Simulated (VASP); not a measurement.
# AlNi: single point with PBEsol

AlNi:

```
CELL_PARAMETERS angstrom
1.96777 -1.95319 0.00000
1.96777 1.95319 0.00000
0.00000 0.00000 3.09943
ATOMIC_POSITIONS crystal
Al 0.00000 0.00000 0.00000
Ni 0.50000 0.50000 0.50000
```

This cell differs from its parent crystal: strain +0.0150 x Voigt [1, 0, 0, 0, 0, 0].

```json
{
  "Program": "VASP 6.6.1",
  "Task": "single point",
  "Functional": "PBEsol",
  "Potentials or basis": "VASP PAW PBE potentials, release 64 (Al, Ni)",
  "Cutoff": "520 eV",
  "k mesh": "18 × 18 × 16",
  "Occupations": "gaussian, width 0.15 eV",
  "Spin": "no spin polarisation"
}
```

```yaml
Pressure: -1.8 GPa
Band_gap_on_the_k_mesh: zero (an odd number of electrons rules out a gap without spin polarisation)
```

Stress tensor (GPa, compression positive):
```
-0.55  0.00  0.00
 0.00  1.02  0.00
 0.00  0.00 -5.75
```

Levels at points of the mesh, in eV from the Fermi level:
| k point | band 4 | band 5 | band 6 | band 7 | band 8 | band 9 | band 10 | band 11 |
| --- | --- | --- | --- | --- | --- | --- | --- | --- |
| (0.00, 0.00, 0.00) | -1.63 | -1.61 | -1.34 | 3.05 | 6.86 | 6.91 | 7.21 | 8.59 |
| (0.50, 0.00, 0.00) | -2.68 | -2.05 | -1.50 | -0.38 | 7.85 | 7.96 | 9.35 | 11.44 |
| (0.50, 0.50, 0.00) | -2.39 | -2.38 | -2.32 | -0.85 | 2.14 | 3.18 | 10.75 | 13.50 |
| (0.00, 0.00, 0.50) | -2.08 | -2.05 | -1.30 | -1.19 | 8.38 | 11.02 | 11.06 | 11.34 |
| (0.50, 0.00, 0.50) | -2.83 | -1.97 | -1.89 | -1.19 | 1.27 | 2.16 | 13.36 | 15.44 |
| (0.50, 0.50, 0.50) | -1.15 | -0.84 | 1.86 | 2.06 | 2.18 | 3.83 | 4.04 | 4.13 |

Run time: 4.8 min on 1 thread of Intel Xeon 8259CL, with other jobs on the host, peak memory 0.38 GiB.

Caveat: the cell differs from its parent crystal (strain +0.0150 x Voigt [1, 0, 0, 0, 0, 0]); the PAW data sets were made with another functional, which shifts forces and pressure a little. Spin polarisation is off, so any magnetic state and its effect on volume and gap are missing.
